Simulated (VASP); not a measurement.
Write the native input for VASP 6.6.1 that does the following.

```
Task                   : single point
Functional             : PBE
Potentials or basis    : VASP PAW PBE potentials, release 64 (Ir, F)
Cutoff                 : 520 eV
k mesh                 : 6 × 6 × 6
Occupations            : gaussian, width 0.1 eV
Spin                   : collinear spin
Starting moments       : [1.0, 0.0] μB
Dipole correction      : no
Further INCAR settings : ALGO = Normal; EDIFF = 1e-07; NBANDS = 19
```

The structure of IrF lies in POSCAR:

```
IrF
1.0
    2.9706385425      0.0000000000      0.0000000000
    0.0000000000      2.9706385425      0.0000000000
    0.0000000000      0.0000000000      2.9706385425
Ir F
1 1
Direct
    0.0000000000      0.0000000000      0.0000000000
    0.5000000000      0.5000000000      0.5000000000
```

The cell was built from a structure type or drawn by symmetry, and may not be a known phase.

One way to write it, as run:

INCAR

```
ALGO     = Normal         # electronic algorithm
EDIFF    = 1E-7           # SCF threshold, eV
ENCUT    = 520            # plane-wave cutoff, eV
GGA      = PE             # functional
ISIF     = 2              # what is computed and relaxed
ISMEAR   = 0              # smearing method
ISPIN    = 2              # spin polarisation
LASPH    = T              # aspherical terms in the spheres
LCHARG   = F              # write CHGCAR
LMAXMIX  = 4              # l up to which the mixer works
LORBIT   = 11             # projections on sites
LREAL    = F              # projectors in reciprocal space
LWAVE    = F              # write WAVECAR
MAGMOM   = 1 0            # initial moments
NBANDS   = 19             # bands
NELM     = 150            # most SCF steps
PREC     = Accurate       # precision mode
SIGMA    = 0.1            # smearing width, eV
```

KPOINTS

```
k-points
0
Gamma
  6 6 6
```

Potentials or basis: VASP PAW PBE potentials, release 64 (Ir, F).

The run is started by

```sh
$ cat potpaw_PBE.64/Ir/POTCAR potpaw_PBE.64/F/POTCAR > POTCAR
$ mpirun -np 1 vasp_std > vasp.out
```

It gave:

```yaml
Pressure: -0.3 GPa
Net_moment: 2.12 μB per cell
Site_moments: Ir +1.84; F +0.24 μB
Valence_electrons_inside_the_program's_atomic_spheres: Ir 7.57; F 5.98
```

It took 40 s on 1 thread of AMD EPYC 7R13 (shared host), peak memory 0.13 GiB.
